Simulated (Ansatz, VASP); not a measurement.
HfC in VASP and in Ansatz

```xyz
2
Lattice="0.0232 2.3366 2.3366 2.3366 0.0232 2.3366 2.3366 2.3366 0.0232" Properties=species:S:1:pos:R:3 pbc="T T T"
Hf    2.3483    2.3483    2.3483
C     0.0000    0.0000    0.0000
```

Change from the starting cell: equal xy, yz and zx shear strains of +1 %, crystal datasets.

Alike in both runs: task electric field gradients; functional PBEsol; k mesh 15 × 15 × 15; occupations fermi-dirac, width 0.05 eV; no spin polarisation.

```csv
,VASP,Ansatz
version,VASP 6.6.1,Ansatz 0.2.0
potentials or method,"VASP PAW PBE potentials, release 64 (Hf_pv, C), cutoff 520 eV","all-electron PAW with datasets made for the crystal, scalar-relativistic"
```

VASP gave:

| Property | Result |
| --- | --- |
| pressure (GPa) | -7.0 |
| traceless stress, the component that is largest in VASP (GPa) | -1.68 |
| size of Vzz on the site where it differs most (V/Å²) | 2.0 |

Task: What did Ansatz give for the same quantities?

Result: Pressure (GPa): -6.5; traceless stress, the component that is largest in VASP (GPa): -1.68; size of Vzz on the site where it differs most (V/Å²): 2.7.

VASP's potentials were made for PBE, not for PBEsol. Ansatz ran all-electron here, and VASP with PAW potentials.

Neither program's run includes spin-orbit coupling.
